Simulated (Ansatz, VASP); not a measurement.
## ScSi2: VASP beside Ansatz

```xyz
3
Lattice="3.6468 0.0000 0.0000 0.0000 3.6468 0.0000 0.0000 0.0000 4.1955" Properties=species:S:1:pos:R:3 pbc="T T T"
Sc    0.0000    0.0000    0.0000
Si    1.8234    0.0000    2.0978
Si    0.0000    1.8234    2.0978
```

Alike in both runs: functional PBE; k mesh 12 × 12 × 12; occupations gaussian, width 0.1 eV; no spin polarisation.

Ansatz relaxed the structure, and its values are those at the end. VASP's run is a single point on that final structure, the one shown.

|  | VASP | Ansatz |
| --- | --- | --- |
| version | VASP 6.6.1 | Ansatz 0.2.0 |
| potentials or method | VASP PAW PBE potentials, release 64 (Sc_sv, Si), cutoff 520 eV | scalar-relativistic, plane waves, PAW |
| valence electrons in the cell | 19 | 19 |

VASP gave:

| Quantity | Value |
| --- | --- |
| gap on the k mesh at the Fermi level (eV) | none |
| pressure (GPa) | 0.1 |

Problem. What did Ansatz give for the same quantities?

Solution. gap on the k mesh at the Fermi level (eV): none; pressure (GPa): 0.0.

A gap of «none» marks a metal or a gap that the smearing closes.
